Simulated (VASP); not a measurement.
# KCdI3 (Pm-3m) in VASP: notebook

Aim: see how the results for KCdI3 move with the level of theory and the settings. Levels: PBE, r2SCAN. Tasks: single point.

Everything below comes from runs of VASP 6.6.1. Logs are shortened: lines on timing, memory, paths and dates and some standing lists are left out, and cuts for length are marked.

### 1 The cell of the first run

The structure is cubic, space group Pm-3m (No. 221). Conventional cell: a = 5.937 Å, b = 5.937 Å, c = 5.937 Å, α = 90.00°, β = 90.00°, γ = 90.00°. K (site symmetry m-3m) has 12 I at 4.20 Å and 8 Cd at 5.14 Å within 5.5 Å. Cd (site symmetry m-3m) has 6 I at 2.97 Å within 3.9 Å. I (site symmetry 4/mmm) has 2 Cd at 2.97 Å within 3.9 Å.

### 2 Single point, PBE

The input, INCAR:

```
ALGO = Normal ; EDIFF = 1E-7
ENCUT = 520 ; GGA = PE
ISIF = 2 ; ISMEAR = -1
LASPH = True ; LCHARG = False
LREAL = False ; LWAVE = False
NBANDS = 29 ; NELM = 100
PREC = Accurate ; SIGMA = 0.02
```

The input, KPOINTS:

```
k-points
0
Gamma
  4 4 4
```

The input, POSCAR:

```
KCdI3
1.0
    5.9369852929      0.0000000000      0.0000000000
    0.0000000000      5.9369852929      0.0000000000
    0.0000000000      0.0000000000      5.9369852929
K Cd I
1 1 3
Direct
    0.0000000000      0.0000000000      0.0000000000
    0.5000000000      0.5000000000      0.5000000000
    0.5000000000      0.5000000000      0.0000000000
    0.5000000000      0.0000000000      0.5000000000
    0.0000000000      0.5000000000      0.5000000000
```

Potentials or basis: VASP PAW PBE potentials, release 64 (K_sv, Cd, I).

Launch:

```console
$ cat potpaw_PBE.64/K_sv/POTCAR potpaw_PBE.64/Cd/POTCAR potpaw_PBE.64/I/POTCAR > POTCAR
$ mpirun -np 1 vasp_std > vasp.out
```

OUTCAR:

```text
EDIFF = 1E-7
   ENCUT = 520
   GGA = PE
   ISIF = 2
   ISMEAR = -1
   LASPH = True
   LREAL = False
   NELM = 100
   PREC = Accurate

 ion  position               nearest neighbor table
   1  0.000  0.000  0.000-
   2  0.500  0.500  0.500-   3 2.97   4 2.97   5 2.97   3 2.97   4 2.97   5 2.97
   3  0.500  0.500  0.000-   2 2.97   2 2.97
   4  0.500  0.000  0.500-   2 2.97   2 2.97
   5  0.000  0.500  0.500-   2 2.97   2 2.97

  LATTYP: Found a simple cubic cell.
 ALAT       =     5.9369852929

  Lattice vectors:

 A1 = (   5.9369852929,   0.0000000000,   0.0000000000)
 A2 = (   0.0000000000,   5.9369852929,   0.0000000000)
 A3 = (   0.0000000000,   0.0000000000,   5.9369852929)

Analysis of symmetry for initial positions (statically):
=====================================================================
 Subroutine PRICEL returns:
 Original cell was already a primitive cell.

 Routine SETGRP: Setting up the symmetry group for a
 simple cubic supercell.

 Subroutine GETGRP returns: Found 48 space group operations
 (whereof 48 operations were pure point group operations)
 out of a pool of 48 trial point group operations.

The static configuration has the point symmetry O_h .

Analysis of symmetry for dynamics (positions and initial velocities):
=====================================================================
 Subroutine PRICEL returns:
 Original cell was already a primitive cell.

 Routine SETGRP: Setting up the symmetry group for a
 simple cubic supercell.

 Subroutine GETGRP returns: Found 48 space group operations
 (whereof 48 operations were pure point group operations)
 out of a pool of 48 trial point group operations.

The dynamic configuration has the point symmetry O_h .

 Subroutine INISYM returns: Found 48 space group operations
 (whereof 48 operations are pure point group operations),
 and found     1 'primitive' translations

----------------------------------------------------------------------------------------

                                     Primitive cell

  volume of cell :     209.2656

  direct lattice vectors                    reciprocal lattice vectors
     5.936985293  0.000000000  0.000000000     0.168435654  0.000000000  0.000000000
     0.000000000  5.936985293  0.000000000     0.000000000  0.168435654  0.000000000
     0.000000000  0.000000000  5.936985293     0.000000000  0.000000000  0.168435654

  length of vectors
     5.936985293  5.936985293  5.936985293     0.168435654  0.168435654  0.168435654

  position of ions in fractional coordinates (direct lattice)
     0.000000000  0.000000000  0.000000000
     0.500000000  0.500000000  0.500000000
     0.500000000  0.500000000  0.000000000
     0.500000000  0.000000000  0.500000000
     0.000000000  0.500000000  0.500000000

  ion indices of the primitive-cell ions
   primitive index   ion index
                 1           1
                 2           2
                 3           3
                 4           4
                 5           5

----------------------------------------------------------------------------------------

 KPOINTS: k-points

Automatic generation of k-mesh.
 Grid dimensions read from file:
 generate k-points for:    4    4    4

 Generating k-lattice:

  Cartesian coordinates                     Fractional coordinates (reciprocal lattice)
     0.042108913  0.000000000  0.000000000     0.250000000  0.000000000  0.000000000
     0.000000000  0.042108913  0.000000000     0.000000000  0.250000000  0.000000000
     0.000000000  0.000000000  0.042108913     0.000000000  0.000000000  0.250000000

  Length of vectors
     0.042108913  0.042108913  0.042108913

  Shift w.r.t. Gamma in fractional coordinates (k-lattice)
     0.000000000  0.000000000  0.000000000

 Subroutine IBZKPT returns following result:
 ===========================================

 Found     10 irreducible k-points:

 Following reciprocal coordinates:
            Coordinates               Weight
  0.000000  0.000000  0.000000      1.000000
  0.250000  0.000000  0.000000      6.000000
  0.500000  0.000000  0.000000      3.000000
  0.250000  0.250000  0.000000     12.000000
  0.500000  0.250000  0.000000     12.000000
  0.500000  0.500000  0.000000      3.000000
  0.250000  0.250000  0.250000      8.000000
  0.500000  0.250000  0.250000     12.000000
  0.500000  0.500000  0.250000      6.000000
  0.500000  0.500000  0.500000      1.000000
   k-points           NKPTS =     10   k-points in BZ     NKDIM =     10   number of bands    NBANDS=     29
   number of dos      NEDOS =    301   number of ions     NIONS =      5
   total plane-waves  NPLWV = 110592
   dimension x,y,z NGX =    48 NGY =   48 NGZ =   48
   dimension x,y,z NGXF=    96 NGYF=   96 NGZF=   96
   ions per type =               1   1   3
   NGX,Y,Z   is equivalent  to a cutoff of  13.44, 13.44, 13.44 a.u.
   NGXF,Y,Z  is equivalent  to a cutoff of  26.88, 26.88, 26.88 a.u.
 SYSTEM =  unknown system
   PREC   = accura    normal or accurate (medium, high low for compatibility)
   ISTART =      0    job   : 0-new  1-cont  2-samecut
   ICHARG =      2    charge: 1-file 2-atom 10-const
   ISPIN  =      1    spin polarized calculation?
   LNONCOLLINEAR =      F non collinear calculations
   LSORBIT =      F    spin-orbit coupling
   LASPH  =      T    aspherical Exc in radial PAW
   ENCUT  =  520.0 eV  38.22 Ry    6.18 a.u.  11.04 11.04 11.04*2*pi/ulx,y,z
   NELM   =    100;   NELMIN=  2; NELMDL= -5     # of ELM steps
   EDIFF  = 0.1E-06   stopping-criterion for ELM
   LREAL  =      F    real-space projection
   EDIFFG = 0.1E-05   stopping-criterion for IOM
   NSW    =      0    number of steps for IOM
   IBRION =     -1    ionic relax: 0-MD 1-quasi-New 2-CG
   NFREE  =      0    steps in history (QN), initial steepest desc. (CG)
   ISIF   =      2    stress and relaxation
   ISYM   =      2    0-nonsym 1-usesym 2-fastsym
   POTIM  = 0.5000    time-step for ionic-motion
   TEBEG  =    0.0;   TEEND  =   0.0 temperature during run
   PSTRESS=    0.0 pullay stress
   NELECT =      42.0000    total number of electrons
   NUPDOWN=      -1.0000    fix difference up-down
   EMIN   =  10.00;   EMAX   =-10.00  energy-range for DOS
   EFERMI =   0.00;   METHOD = LEGACY
   ISMEAR =    -1;   SIGMA  =   0.02  broadening in eV -4-tet -1-fermi 0-gaus
   EFERMI_NEDOS =   21; number of points for ismear=-14 and -15
   IALGO  =     38    algorithm
   IMIX   =      4    mixing-type and parameters
     AMIX     =   0.40;   BMIX     =  1.00
     AMIX_MAG =   1.60;   BMIX_MAG =  1.00
  volume/ion in A,a.u.               =      41.85       282.44
  Fermi-wavevector in a.u.,A,eV,Ry     =   0.958500  1.811302 12.499966  0.918722
  Thomas-Fermi vector in A             =   2.087612
   LORBIT       =      0    0 simple, 1 ext, 2 COOP (PROOUT), +10 PAW based schemes
   GGA     = PE    functional components
   LHFCALC =     F    Hartree Fock is set to
   AEXX    =    0.0000 exact exchange contribution
   IVDW    =     0    specifies the selected vdW correction
   LEPSILON=     F    determine dielectric tensor
   LRPA    =     F    only Hartree local field effects (RPA)
 non-spin polarized calculation
  energy-cutoff  :      520.00
  volume of cell :      209.27
 maximum number of plane-waves:      5660
 NGX is ok and might be reduce to    48
   NGX = 23   NGY = 23   NGZ = 23

 number of electron      42.0000002 magnetization

 Free energy of the ion-electron system (eV)
  ---------------------------------------------------
  ext. energy  EPLUGINS =         0.00000000
  ---------------------------------------------------
  free energy    TOTEN  =       -10.59771335 eV

  energy without entropy =      -10.59558226  energy(sigma->0) =      -10.59664780

 E-fermi :   0.9597     XC(G=0):  -7.6482

 val. band max:        0.9196883217   @ k =   0.5000   0.5000   0.5000
 cond. band min:       2.0584851146   @ k =   0.2500   0.0000   0.0000
 fundamental gap:      1.1387967928
 Fermi energy:         0.9597406054

 k-point     1 :       0.0000    0.0000    0.0000
  band No.  band energies     occupation
      1     -28.9285      2.00000
      2     -12.3827      2.00000
      3     -12.3827      2.00000
      4     -12.3827      2.00000
      5     -10.8878      2.00000
      6     -10.3044      2.00000
[... 21 lines left out ...]
     28       6.6123      0.00000
     29       9.0800      0.00000

 k-point     2 :       0.2500    0.0000    0.0000
  band No.  band energies     occupation
      1     -28.9285      2.00000
      2     -12.3871      2.00000
      3     -12.3825      2.00000
      4     -12.3825      2.00000
      5     -10.8008      2.00000
      6     -10.3290      2.00000
[... 21 lines left out ...]
     28       7.0829      0.00000
     29       8.4315      0.00000

 k-point     3 :       0.5000    0.0000    0.0000
  band No.  band energies     occupation
      1     -28.9285      2.00000
      2     -12.3913      2.00000
      3     -12.3823      2.00000
      4     -12.3823      2.00000
      5     -10.6911      2.00000
      6     -10.3733      2.00000
[... 21 lines left out ...]
     28       7.5735      0.00000
     29       7.9430      0.00000

 k-point     4 :       0.2500    0.2500    0.0000
  band No.  band energies     occupation
      1     -28.9285      2.00000
      2     -12.3869      2.00000
      3     -12.3852      2.00000
      4     -12.3823      2.00000
      5     -10.7172      2.00000
      6     -10.3320      2.00000
[... 149 lines left out ...]
     28       7.7912      0.00000
     29       8.0256      0.00000

 k-point     9 :       0.5000    0.5000    0.2500
  band No.  band energies     occupation
      1     -28.9284      2.00000
      2     -12.3862      2.00000
      3     -12.3862      2.00000
      4     -12.3834      2.00000
      5     -10.4337      2.00000
      6     -10.3582      2.00000
[... 21 lines left out ...]
     28       7.4090      0.00000
     29       8.0932      0.00000

 k-point    10 :       0.5000    0.5000    0.5000
  band No.  band energies     occupation
      1     -28.9284      2.00000
      2     -12.3848      2.00000
      3     -12.3848      2.00000
      4     -12.3848      2.00000
      5     -10.3571      2.00000
      6     -10.3571      2.00000
[... 21 lines left out ...]
     28       7.5268      0.00000
     29       7.5268      0.00000

------------------------ aborting loop because EDIFF is reached ----------------------------------------

  FORCE on cell =-STRESS in cart. coord.  units (eV):
  Direction    XX          YY          ZZ          XY          YZ          ZX
  --------------------------------------------------------------------------------------
  -------------------------------------------------------------------------------------
  Total        0.8376777      0.8376777      0.8376777      0.0000000      0.0000000     -0.0000000
  in kB        6.4134194      6.4134194      6.4134194      0.0000000      0.0000000     -0.0000000
  external PRESSURE =       6.4134194 kB  Pullay stress =       0.0000000 kB

 VOLUME and BASIS-vectors are now :
 -----------------------------------------------------------------------------
  energy-cutoff  :      520.00
  volume of cell :      209.27
      direct lattice vectors                 reciprocal lattice vectors
     5.936985293  0.000000000  0.000000000     0.168435654  0.000000000  0.000000000
     0.000000000  5.936985293  0.000000000     0.000000000  0.168435654  0.000000000
     0.000000000  0.000000000  5.936985293     0.000000000  0.000000000  0.168435654

 POSITION                                       TOTAL-FORCE (eV/Angst)
 -----------------------------------------------------------------------------------
      0.00000      0.00000      0.00000         0.000000      0.000000      0.000000
      2.96849      2.96849      2.96849         0.000000      0.000000      0.000000
      2.96849      2.96849      0.00000         0.000000      0.000000      0.000000
      2.96849      0.00000      2.96849         0.000000      0.000000      0.000000
      0.00000      2.96849      2.96849         0.000000      0.000000      0.000000
 -----------------------------------------------------------------------------------
    total drift:                                0.000000     -0.000000     -0.000000

  FREE ENERGIE OF THE ION-ELECTRON SYSTEM (eV)
  ---------------------------------------------------
  free  energy   TOTEN  =       -10.5977133452 eV

  energy  without entropy=      -10.5955822617  energy(sigma->0) =      -10.59664780
```

It took 38 s on 1 thread of Intel Xeon 6975P-C (Granite Rapids), shared host; peak memory 0.35 GiB.

Results:

```yaml
Free_energy: -10.5977 eV
Pressure: 0.6 GPa
Band_gap_on_the_k_mesh: zero (band 21 reaches 0.92 eV, above the bottom of band 22 at 0.65 eV)
```

Levels at points of the mesh, in eV from the Fermi level:
```tsv
k point	band 18	band 19	band 20	band 21	band 22	band 23	band 24	band 25
(0.00, 0.00, 0.00)	-0.79	-0.52	-0.52	-0.52	-0.31	3.32	5.11	5.11
(0.50, 0.00, 0.00)	-1.08	-0.99	-0.64	-0.64	2.63	4.73	5.04	6.05
(0.50, 0.50, 0.00)	-1.09	-1.09	-0.19	-0.06	4.09	4.91	4.91	5.26
(0.50, 0.50, 0.50)	-0.17	-0.04	-0.04	-0.04	3.82	4.19	4.19	4.19
```

Caveat: spin-orbit coupling is left out, which moves the levels of the heavy elements.

### 3 Single point, r2SCAN

POSCAR is that of step 2.

The input, INCAR.step1:

```
ALGO = Normal ; EDIFF = 1E-4
ENCUT = 520 ; GGA = PE
ISMEAR = -1 ; LASPH = T
LCHARG = F ; LREAL = F
LWAVE = T ; NBANDS = 29
NELM = 80 ; PREC = Accurate
SIGMA = 0.02
```

The input, INCAR.step2:

```
ALGO = Normal ; EDIFF = 1E-7
ENCUT = 520 ; ISIF = 2
ISMEAR = -1 ; ISTART = 1
LASPH = T ; LCHARG = T
LELF = T ; LMIXTAU = T
LREAL = F ; LVHAR = T
LWAVE = F ; METAGGA = R2SCAN
NBANDS = 29 ; NELM = 80
PREC = Accurate ; SIGMA = 0.02
```

KPOINTS is that of step 2.

Potentials or basis: VASP PAW PBE potentials, release 64 (K_sv, Cd, I).

Launch:

```console
$ cat potpaw_PBE.64/K_sv/POTCAR potpaw_PBE.64/Cd/POTCAR potpaw_PBE.64/I/POTCAR > POTCAR
$ cp INCAR.step1 INCAR
$ mpirun -np 1 vasp_std > vasp.out
$ cp INCAR.step2 INCAR
$ mpirun -np 1 vasp_std > vasp.out
```

Wall time 2.2 min (1 thread of Intel Xeon 6975P-C (Granite Rapids), shared host); peak memory 0.39 GiB.

The run converged. Its results:

```
Free energy            : -104.8281 eV
Pressure               : 0.1 GPa
Band gap on the k mesh : 0.17 eV, indirect (least direct gap 0.67 eV)
```

Levels at points of the mesh, in eV from the valence-band top:
```csv
k point,band 18,band 19,band 20,band 21,band 22,band 23,band 24,band 25
"(0.00, 0.00, 0.00)",-0.77,-0.51,-0.51,-0.51,0.17,3.98,5.65,5.65
"(0.50, 0.00, 0.00)",-1.07,-0.98,-0.63,-0.63,3.02,5.33,5.62,6.79
"(0.50, 0.50, 0.00)",-1.07,-1.07,-0.20,-0.02,4.57,5.50,5.50,5.99
"(0.50, 0.50, 0.50)",-0.18,0.00,0.00,0.00,4.44,4.80,4.80,4.80
```

Caveat: the PAW data sets were made with another functional, which shifts forces and pressure a little; spin-orbit coupling is left out, which moves the levels of the heavy elements. A k mesh can miss the band edges.

### 4 Single point, r2SCAN (strain +0.5%)

POSCAR: that of step 3 with these lines changed.

```diff
@@ -2,5 +2,5 @@
 1.0
-    5.9369852929      0.0000000000      0.0000000000
-    0.0000000000      5.9369852929      0.0000000000
-    0.0000000000      0.0000000000      5.9369852929
+    5.9666702194      0.0000000000      0.0000000000
+    0.0000000000      5.9666702194      0.0000000000
+    0.0000000000      0.0000000000      5.9666702194
 K Cd I
```

The input, INCAR.step1:

```
PREC     = Accurate       # precision mode
ENCUT    = 520            # plane-wave cutoff, eV
ISMEAR   = -1             # smearing method
SIGMA    = 0.02           # smearing width, eV
LREAL    = F              # projectors in reciprocal space
LASPH    = T              # aspherical terms in the spheres
NELM     = 100            # most SCF steps
NBANDS   = 29             # bands
GGA      = PE             # functional
ALGO     = Normal         # electronic algorithm
EDIFF    = 1E-4           # SCF threshold, eV
LWAVE    = T              # write WAVECAR
LCHARG   = F              # write CHGCAR
```

The input, INCAR.step2:

```
PREC     = Accurate       # precision mode
ENCUT    = 520            # plane-wave cutoff, eV
EDIFF    = 1E-7           # SCF threshold, eV
ISMEAR   = -1             # smearing method
SIGMA    = 0.02           # smearing width, eV
LREAL    = F              # projectors in reciprocal space
LASPH    = T              # aspherical terms in the spheres
NELM     = 100            # most SCF steps
ALGO     = Normal         # electronic algorithm
ISIF     = 2              # what is computed and relaxed
LWAVE    = F              # write WAVECAR
LCHARG   = F              # write CHGCAR
METAGGA  = R2SCAN         # meta-GGA
LMIXTAU  = T            
NBANDS   = 29             # bands
ISTART   = 1
```

The input, KPOINTS:

```
Automatic mesh
0
Gamma
  4 4 4
```

Launch:

```console
$ cat potpaw_PBE.64/K_sv/POTCAR potpaw_PBE.64/Cd/POTCAR potpaw_PBE.64/I/POTCAR > POTCAR
$ cp INCAR.step1 INCAR
$ mpirun -np 1 vasp_std > vasp.out
$ cp INCAR.step2 INCAR
$ mpirun -np 1 vasp_std > vasp.out
```

Run time: 2.1 min. Hardware: 1 thread of Intel Xeon 6975P-C (Granite Rapids), shared host; peak memory 0.4 GiB.

Results (log left out):

| Quantity | Value |
| --- | --- |
| Free energy | -104.8267 eV |
| Pressure | -0.2 GPa |
| Band gap on the k mesh | 0.15 eV, indirect (least direct gap 0.64 eV) |

Levels at points of the mesh, in eV from the valence-band top:
| k point | band 19 | band 20 | band 21 | band 22 | band 23 | band 24 |
| --- | --- | --- | --- | --- | --- | --- |
| (0.00, 0.00, 0.00) | -0.50 | -0.50 | -0.50 | 0.15 | 3.97 | 5.68 |
| (0.50, 0.00, 0.00) | -0.95 | -0.61 | -0.61 | 2.96 | 5.33 | 5.62 |
| (0.50, 0.50, 0.00) | -1.04 | -0.21 | -0.02 | 4.49 | 5.48 | 5.48 |
| (0.50, 0.50, 0.50) | 0.00 | 0.00 | 0.00 | 4.46 | 4.79 | 4.79 |

Caveat: the cell differs from its parent crystal (strain +0.5%); the PAW data sets were made with another functional, which shifts forces and pressure a little; spin-orbit coupling is left out, which moves the levels of the heavy elements. A k mesh can miss the band edges.

### 5 The runs side by side

| level | cell | gap on the mesh (eV) | pressure (GPa) |
| --- | --- | --- | --- |
| PBE | a = 5.937 Å, 5 atoms | none | 0.6 |
| r2SCAN | a = 5.937 Å, 5 atoms | 0.17 | 0.1 |
| r2SCAN | a = 5.967 Å, 5 atoms | 0.15 | -0.2 |

Alike in all rows: task single point; potentials or basis VASP PAW PBE potentials, release 64 (K_sv, Cd, I); no spin polarisation; k mesh 4 × 4 × 4; cutoff (eV) 520; smearing fermi-dirac 0.02 eV.

Caveats: spin-orbit coupling is left out, which moves the levels of the heavy elements; the PAW data sets were made with another functional, which shifts forces and pressure a little (some runs).

Absolute energies hang on the potentials; compare differences alone.
